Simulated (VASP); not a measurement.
# SrTiO3 (Pmm2) in VASP: further runs

The runs below take SrTiO3 through single point, with PBE.

Program: VASP 6.6.1. These are calculated values, not measurements. Logs are shortened: lines on timing, memory, paths and dates and some standing lists are left out, and cuts for length are marked.

## Step 1: The cell of the first run

The structure is orthorhombic, space group Pmm2 (No. 25). Conventional cell: a = 3.799 Å, b = 4.212 Å, c = 3.799 Å, α = 90.00°, β = 90.00°, γ = 90.00°. Within 3.5 Å of Sr (site symmetry mm2) lie 12 O at 2.63 to 2.89 Å and 8 Ti at 3.39 to 3.43 Å. Ti (site symmetry mm2) has 6 O at 1.78 to 2.11 Å within 2.4 Å. O (site symmetry mm2) has 2 Ti at 1.78 to 2.02 Å within 2.4 Å. Within 2.5 Å of O (site symmetry mm2) lie 2 Ti at 1.90 Å. O (site symmetry mm2) has 2 Ti at 2.11 Å and 4 Sr at 2.63 to 2.74 Å and 8 O at 2.83 to 2.84 Å within 2.9 Å.

## Step 2: Single point, PBE (atoms displaced along a vibrational mode, the cell strained)

File INCAR:

```
PREC     = Accurate       # precision mode
ENCUT    = 520            # plane-wave cutoff, eV
EDIFF    = 1E-6           # SCF threshold, eV
ISMEAR   = 0              # smearing method
SIGMA    = 0.05           # smearing width, eV
LREAL    = F              # projectors in reciprocal space
LASPH    = T              # aspherical terms in the spheres
NELM     = 100            # most SCF steps
ALGO     = Normal         # electronic algorithm
ISIF     = 2              # what is computed and relaxed
LWAVE    = F              # write WAVECAR
LCHARG   = T              # write CHGCAR
GGA      = PE             # functional
LELF     = T              # ELF
LVHAR    = T            
NBANDS   = 28             # bands
```

File KPOINTS:

```
regular mesh
0
Gamma
  8 8 8
```

File POSCAR:

```
SrTiO3
1.0
    3.7986351078      0.0000000000      0.0000000000
    0.0000000000      3.7986351078      0.0000000000
    0.0000000000      0.0000000000      4.2119580988
Sr Ti O
1 1 3
Direct
    0.0027341017      0.0000000000      0.0000000000
    0.5129076915      0.5000000000      0.5000000000
   -0.0195101656      0.5000000000      0.5000000000
    0.4829592060      0.0000000000      0.5000000000
    0.4829592060      0.5000000000      0.0000000000
```

Potentials or basis: VASP PAW PBE potentials, release 64 (Sr_sv, Ti_sv, O).

On the command line:

```sh
cat potpaw_PBE.64/Sr_sv/POTCAR potpaw_PBE.64/Ti_sv/POTCAR potpaw_PBE.64/O/POTCAR > POTCAR
mpirun -np 1 vasp_std > vasp.out
```

OUTCAR:

```text
PREC = Accurate
   ENCUT = 520
   EDIFF = 1E-6
   ISMEAR = 0
   LREAL = F
   LASPH = T
   NELM = 100
   ISIF = 2
   GGA = PE

 ion  position               nearest neighbor table
   1  0.003  0.000  0.000-   5 2.63   5 2.63   5 2.74   5 2.74   4 2.79   4 2.79   3 2.84   3 2.84
                             3 2.84   3 2.84   4 2.89   4 2.89   2 3.39   2 3.39   2 3.39   2 3.39
   2  0.513  0.500  0.500-   3 1.78   4 1.90   4 1.90   3 2.02   5 2.11   5 2.11   1 3.39   1 3.39
                             1 3.39   1 3.39   1 3.43   1 3.43   1 3.43   1 3.43
   3  0.980  0.500  0.500-   2 1.78   2 2.02   1 2.84   1 2.84   1 2.84   1 2.84
   4  0.483  0.000  0.500-   2 1.90   2 1.90   1 2.79   1 2.79   1 2.89   1 2.89
   5  0.483  0.500  0.000-   2 2.11   2 2.11   1 2.63   1 2.63   1 2.74   1 2.74

  LATTYP: Found a simple tetragonal cell.
 ALAT       =     3.7986351078
 C/A-ratio  =     1.1088082902

  Lattice vectors:

 A1 = (   3.7986351078,   0.0000000000,   0.0000000000)
 A2 = (   0.0000000000,   3.7986351078,   0.0000000000)
 A3 = (   0.0000000000,   0.0000000000,   4.2119580988)

Analysis of symmetry for initial positions (statically):
=====================================================================
 Subroutine PRICEL returns:
 Original cell was already a primitive cell.

 Routine SETGRP: Setting up the symmetry group for a
 simple tetragonal supercell.

 Subroutine GETGRP returns: Found  4 space group operations
 (whereof  4 operations were pure point group operations)
 out of a pool of 16 trial point group operations.

The static configuration has the point symmetry C_2v.

Analysis of symmetry for dynamics (positions and initial velocities):
=====================================================================
 Subroutine PRICEL returns:
 Original cell was already a primitive cell.

 Routine SETGRP: Setting up the symmetry group for a
 simple tetragonal supercell.

 Subroutine GETGRP returns: Found  4 space group operations
 (whereof  4 operations were pure point group operations)
 out of a pool of 16 trial point group operations.

The dynamic configuration has the point symmetry C_2v.

 Subroutine INISYM returns: Found  4 space group operations
 (whereof  4 operations are pure point group operations),
 and found     1 'primitive' translations

----------------------------------------------------------------------------------------

                                     Primitive cell

[... 91 lines left out ...]
   LNONCOLLINEAR =      F non collinear calculations
   LSORBIT =      F    spin-orbit coupling
   LASPH  =      T    aspherical Exc in radial PAW
   ENCUT  =  520.0 eV  38.22 Ry    6.18 a.u.   7.06  7.06  7.83*2*pi/ulx,y,z
   NELM   =    100;   NELMIN=  2; NELMDL= -5     # of ELM steps
   EDIFF  = 0.1E-05   stopping-criterion for ELM
   LREAL  =      F    real-space projection
   EDIFFG = 0.1E-04   stopping-criterion for IOM
   NSW    =      0    number of steps for IOM
   IBRION =     -1    ionic relax: 0-MD 1-quasi-New 2-CG
   NFREE  =      0    steps in history (QN), initial steepest desc. (CG)
   ISIF   =      2    stress and relaxation
   ISYM   =      2    0-nonsym 1-usesym 2-fastsym
   POTIM  = 0.5000    time-step for ionic-motion
   TEBEG  =    0.0;   TEEND  =   0.0 temperature during run
   PSTRESS=    0.0 pullay stress
   NELECT =      40.0000    total number of electrons
   NUPDOWN=      -1.0000    fix difference up-down
   EMIN   =  10.00;   EMAX   =-10.00  energy-range for DOS
   EFERMI =   0.00;   METHOD = LEGACY
   ISMEAR =     0;   SIGMA  =   0.05  broadening in eV -4-tet -1-fermi 0-gaus
   EFERMI_NEDOS =   21; number of points for ismear=-14 and -15
   IALGO  =     38    algorithm
   IMIX   =      4    mixing-type and parameters
     AMIX     =   0.40;   BMIX     =  1.00
     AMIX_MAG =   1.60;   BMIX_MAG =  1.00
  volume/ion in A,a.u.               =      12.16        82.03
  Fermi-wavevector in a.u.,A,eV,Ry     =   1.424017  2.691001 27.590216  2.027824
  Thomas-Fermi vector in A             =   2.544553
   LORBIT       =      0    0 simple, 1 ext, 2 COOP (PROOUT), +10 PAW based schemes
   GGA     = PE    functional components
   LHFCALC =     F    Hartree Fock is set to
   AEXX    =    0.0000 exact exchange contribution
   IVDW    =     0    specifies the selected vdW correction
   LEPSILON=     F    determine dielectric tensor
   LRPA    =     F    only Hartree local field effects (RPA)
 non-spin polarized calculation
 Gauss-broadening in eV      SIGMA  =   0.05
  energy-cutoff  :      520.00
  volume of cell :       60.78
 maximum number of plane-waves:      1660
   NGX = 15   NGY = 15   NGZ = 15

 number of electron      39.9999988 magnetization

 Free energy of the ion-electron system (eV)
  ---------------------------------------------------
  ext. energy  EPLUGINS =         0.00000000
  ---------------------------------------------------
  free energy    TOTEN  =       -39.78464828 eV

  energy without entropy =      -39.78464828  energy(sigma->0) =      -39.78464828

 E-fermi :   4.2985     XC(G=0): -11.1491

 val. band max:        4.0959987610   @ k =   0.5000   0.5000   0.5000
 cond. band min:       5.8728574646   @ k =   0.0000   0.0000   0.0000
 fundamental gap:      1.7768587036
 Fermi energy:         4.2984756230

 k-point     1 :       0.0000    0.0000    0.0000
  band No.  band energies     occupation
      1     -52.3976      2.00000
      2     -28.8469      2.00000
      3     -28.7303      2.00000
      4     -28.6574      2.00000
      5     -28.6164      2.00000
      6     -13.5044      2.00000
[... 733 lines left out ...]
     27      12.7673      0.00000
     28      12.8531      0.00000

 [... further k-points ...]
[... 5 lines left out ...]
  --------------------------------------------------------------------------------------
  -------------------------------------------------------------------------------------
  Total        5.5216848      4.1180654     -3.5260913      0.0000000      0.0000000      0.0000000
  in kB      145.5603170    108.5586980    -92.9533281      0.0000000      0.0000000      0.0000000
  external PRESSURE =      53.7218956 kB  Pullay stress =       0.0000000 kB

 VOLUME and BASIS-vectors are now :
 -----------------------------------------------------------------------------
  energy-cutoff  :      520.00
  volume of cell :       60.78
      direct lattice vectors                 reciprocal lattice vectors
     3.798635108  0.000000000  0.000000000     0.263252450  0.000000000  0.000000000
     0.000000000  3.798635108  0.000000000     0.000000000  0.263252450  0.000000000
     0.000000000  0.000000000  4.211958099     0.000000000  0.000000000  0.237419266

 POSITION                                       TOTAL-FORCE (eV/Angst)
 -----------------------------------------------------------------------------------
      0.01039      0.00000      0.00000         0.013727      0.000000      0.000000
      1.94835      1.89932      2.10598        -0.886811      0.000000      0.000000
      3.72452      1.89932      2.10598         0.960722      0.000000      0.000000
      1.83459      0.00000      2.10598        -0.215140      0.000000      0.000000
      1.83459      1.89932      0.00000         0.127503      0.000000      0.000000
 -----------------------------------------------------------------------------------
    total drift:                                0.000707      0.000000     -0.000002

  FREE ENERGIE OF THE ION-ELECTRON SYSTEM (eV)
  ---------------------------------------------------
  free  energy   TOTEN  =       -39.7846482786 eV

  energy  without entropy=      -39.7846482786  energy(sigma->0) =      -39.78464828
```

OSZICAR:

```text
N       E                     dE             d eps       ncg     rms          rms(c)
DAV:   1     0.433764766144E+03    0.43376E+03   -0.21383E+04  7000   0.158E+03
DAV:   2    -0.360435008434E+01   -0.43737E+03   -0.41688E+03  7940   0.438E+02
DAV:   3    -0.477643925422E+02   -0.44160E+02   -0.43810E+02  9624   0.136E+02
DAV:   4    -0.499088075532E+02   -0.21444E+01   -0.21382E+01 10752   0.257E+01
DAV:   5    -0.499622346939E+02   -0.53427E-01   -0.53418E-01  9692   0.338E+00    0.272E+01
DAV:   6    -0.398672675943E+02    0.10095E+02   -0.52272E+01 10200   0.654E+01    0.149E+01
DAV:   7    -0.398797308367E+02   -0.12463E-01   -0.87128E+00  9392   0.225E+01    0.111E+01
DAV:   8    -0.398501829316E+02    0.29548E-01   -0.15060E+00  8668   0.128E+01    0.299E+00
DAV:   9    -0.397959964092E+02    0.54187E-01   -0.34246E-01  9368   0.528E+00    0.117E+00
DAV:  10    -0.397875463965E+02    0.84500E-02   -0.53679E-02  9680   0.186E+00    0.599E-01
DAV:  11    -0.397846986890E+02    0.28477E-02   -0.14895E-02  9944   0.146E+00    0.129E-01
DAV:  12    -0.397846132346E+02    0.85454E-04   -0.18154E-03  8276   0.481E-01    0.700E-02
DAV:  13    -0.397846560893E+02   -0.42855E-04   -0.30710E-04 10160   0.135E-01    0.384E-02
DAV:  14    -0.397846459782E+02    0.10111E-04   -0.55292E-05 10388   0.606E-02    0.109E-02
DAV:  15    -0.397846480190E+02   -0.20408E-05   -0.42994E-06  7636   0.156E-02    0.673E-03
DAV:  16    -0.397846482786E+02   -0.25959E-06   -0.58070E-07  4900   0.724E-03
   1 F= -.39784648E+02 E0= -.39784648E+02  d E =-.765663E-11
```

stdout:

```text
POSCAR found type information on POSCAR SrTiO
 POSCAR found :  3 types and       5 ions
 scaLAPACK will be used
 LDA part: xc-table for (Slater+PW92), standard interpolation
 POSCAR, INCAR and KPOINTS ok, starting setup
 FFT: planning ... GRIDC
 FFT: planning ... GRID_SOFT
 FFT: planning ... GRID
 WAVECAR not read
 entering main loop
```

It took 3.6 min on 1 thread of Intel Xeon 8259CL, shared host; peak memory 0.32 GiB.

What came out:

| Property | Result |
| --- | --- |
| Free energy | -39.7846 eV |
| Pressure | 5.4 GPa |
| Largest force | 0.961 eV/Å |
| Band gap on the k mesh | 1.78 eV (least direct gap 2.34 eV) |

Forces in eV/Å, atoms in the order of the input:
```
Sr   0.014  0.000  0.000
Ti  -0.887  0.000  0.000
O    0.961  0.000  0.000
O   -0.215  0.000  0.000
O    0.128  0.000  0.000
```

Caveat: the cell differs from its parent crystal (atoms displaced along a vibrational mode, the cell strained); the cell stands under pressure.

## Step 3: Single point, PBE (atoms displaced along a vibrational mode, the cell strained)

File INCAR:

```
  ALGO = Normal
  EDIFF = 1E-7
  ENCUT = 520
  GGA = PE
  ISIF = 2
  ISMEAR = 0
  LASPH = T
  LCHARG = F
  LREAL = F
  LWAVE = F
  NBANDS = 28
  NELM = 60
  PREC = Accurate
  SIGMA = 0.05
```

File KPOINTS:

```
k-points
0
Gamma
  8 8 8
```

Changes to POSCAR since step 2:

```diff
@@ -2,5 +2,5 @@
 1.0
-    3.7986351078      0.0000000000      0.0000000000
-    0.0000000000      3.7986351078      0.0000000000
-    0.0000000000      0.0000000000      4.2119580988
+    4.0283245985      0.0000000000      0.0000000000
+    0.0000000000      4.0283245985      0.0000000000
+    0.0000000000      0.0000000000      3.7525791173
 Sr Ti O
```

Potentials or basis: VASP PAW PBE potentials, release 64 (Sr_sv, Ti_sv, O).

On the command line:

```sh
cat potpaw_PBE.64/Sr_sv/POTCAR potpaw_PBE.64/Ti_sv/POTCAR potpaw_PBE.64/O/POTCAR > POTCAR
mpirun -np 1 vasp_std > vasp.out
```

Run time: 4.8 min. Hardware: 1 thread of Intel Xeon 8259CL, shared host; peak memory 0.33 GiB.

Results (log left out):

| Quantity | Value |
| --- | --- |
| Free energy | -39.9741 eV |
| Pressure | 3.1 GPa |
| Largest force | 0.242 eV/Å |
| Band gap on the k mesh | 1.89 eV (least direct gap 2.41 eV) |

Forces on the atoms (eV/Å):
```
Sr   0.090  0.000  0.000
Ti   0.145  0.000  0.000
O   -0.057  0.000  0.000
O    0.064  0.000  0.000
O   -0.242  0.000  0.000
```

Stress tensor (GPa, compression positive):
```
-1.07  0.00  0.00
 0.00 -3.44  0.00
 0.00  0.00 13.80
```

Levels at points of the mesh, in eV from the valence-band top:
```
           k point  band 17  band 18  band 19  band 20  band 21  band 22  band 23  band 24
(0.00, 0.00, 0.00)    -1.17    -0.61    -0.54    -0.52     1.89     2.02     2.22     4.06
(0.50, 0.00, 0.00)    -2.12    -1.97    -0.71    -0.70     2.03     3.57     3.63     4.29
(0.00, 0.50, 0.00)    -1.98    -1.94    -1.04    -0.88     2.33     3.47     3.50     4.42
(0.50, 0.50, 0.00)    -1.85    -1.84    -1.66    -0.34     3.49     3.64     3.89     5.67
(0.00, 0.00, 0.50)    -2.36    -2.01    -1.05    -0.95     2.21     4.06     4.11     4.15
(0.50, 0.00, 0.50)    -1.75    -1.45    -1.44    -0.20     3.59     4.13     4.33     4.90
(0.00, 0.50, 0.50)    -1.80    -1.59    -1.57    -0.12     3.51     4.16     4.35     4.81
(0.50, 0.50, 0.50)    -3.38    -0.21    -0.10     0.00     4.11     4.51     4.51     6.64
```

Caveat: the cell differs from its parent crystal (atoms displaced along a vibrational mode, the cell strained); the cell stands under pressure. A k mesh can miss the band edges.

## Step 4: Single point, PBE (atoms displaced along a vibrational mode, the cell strained)

File INCAR:

```
SYSTEM = SrTiO3
ALGO     = Normal         ! electronic algorithm
EDIFF    = 1E-6           ! SCF threshold, eV
ENCUT    = 520            ! plane-wave cutoff, eV
GGA      = PE             ! functional
ISIF     = 2              ! what is computed and relaxed
ISMEAR   = 0              ! smearing method
LASPH    = .True.         ! aspherical terms in the spheres
LCHARG   = .False.        ! write CHGCAR
LREAL    = .False.        ! projectors in reciprocal space
LWAVE    = .False.        ! write WAVECAR
NBANDS   = 28             ! bands
NELM     = 100            ! most SCF steps
PREC     = Accurate       ! precision mode
SIGMA    = 0.05           ! smearing width, eV
```

File KPOINTS:

```
k-points
0
Gamma
  8 8 8
  0 0 0
```

File POSCAR:

```
SrTiO3
1.0
    3.8444942777      0.0000000000      0.0000000000
    0.0000000000      3.8444942777      0.0000000000
    0.0000000000      0.0000000000      4.1202397589
Sr Ti O
1 1 3
Direct
    0.0013670509      0.0000000000      0.0000000000
    0.5064538458      0.5000000000      0.5000000000
   -0.0097550828      0.5000000000      0.5000000000
    0.4914796030      0.0000000000      0.5000000000
    0.4914796030      0.5000000000      0.0000000000
```

On the command line:

```sh
cat potpaw_PBE.64/Sr_sv/POTCAR potpaw_PBE.64/Ti_sv/POTCAR potpaw_PBE.64/O/POTCAR > POTCAR
mpirun -np 1 vasp_std > vasp.out
```

It took 5.2 min on 1 thread of Intel Xeon 8259CL, shared host; peak memory 0.33 GiB.

The run converged. Its results:

```yaml
Free_energy: -39.9723 eV
Pressure: 2.5 GPa
Largest_force: 0.222 eV/Å
Band_gap_on_the_k_mesh: 1.72 eV (least direct gap 2.20 eV)
```

Forces in eV/Å, atoms in the order of the input:
```
Sr   0.015  0.000  0.000
Ti  -0.172  0.000  0.000
O    0.222  0.000  0.000
O   -0.095  0.000  0.000
O    0.029  0.000  0.000
```

Stress tensor (GPa, compression positive):
```
 7.67  0.00  0.00
 0.00  6.84  0.00
 0.00  0.00 -7.09
```

Levels at points of the mesh, in eV from the valence-band top:
| k point | band 16 | band 17 | band 18 | band 19 | band 20 | band 21 | band 22 | band 23 | band 24 | band 25 |
| --- | --- | --- | --- | --- | --- | --- | --- | --- | --- | --- |
| (0.00, 0.00, 0.00) | -1.17 | -1.13 | -0.52 | -0.48 | -0.48 | 1.72 | 1.79 | 1.92 | 3.77 | 4.42 |
| (0.50, 0.00, 0.00) | -2.55 | -2.46 | -2.02 | -0.87 | -0.80 | 1.91 | 3.83 | 3.87 | 3.91 | 6.47 |
| (0.00, 0.50, 0.00) | -2.63 | -2.42 | -2.03 | -0.91 | -0.87 | 1.97 | 3.80 | 3.84 | 3.93 | 6.42 |
| (0.50, 0.50, 0.00) | -3.15 | -1.82 | -1.39 | -1.39 | -0.05 | 3.82 | 3.84 | 4.33 | 4.59 | 7.89 |
| (0.00, 0.00, 0.50) | -2.04 | -1.93 | -1.88 | -0.84 | -0.79 | 2.03 | 3.21 | 3.23 | 4.44 | 5.93 |
| (0.50, 0.00, 0.50) | -2.52 | -1.78 | -1.77 | -1.75 | -0.34 | 3.23 | 3.87 | 4.02 | 5.25 | 7.45 |
| (0.00, 0.50, 0.50) | -2.54 | -1.80 | -1.79 | -1.78 | -0.32 | 3.24 | 3.85 | 4.01 | 5.23 | 7.46 |
| (0.50, 0.50, 0.50) | -3.64 | -3.61 | -0.18 | -0.16 | 0.00 | 4.20 | 4.21 | 4.52 | 6.56 | 6.60 |

Caveat: the cell differs from its parent crystal (atoms displaced along a vibrational mode, the cell strained). A k mesh can miss the band edges.

[end of part 1 of 2]
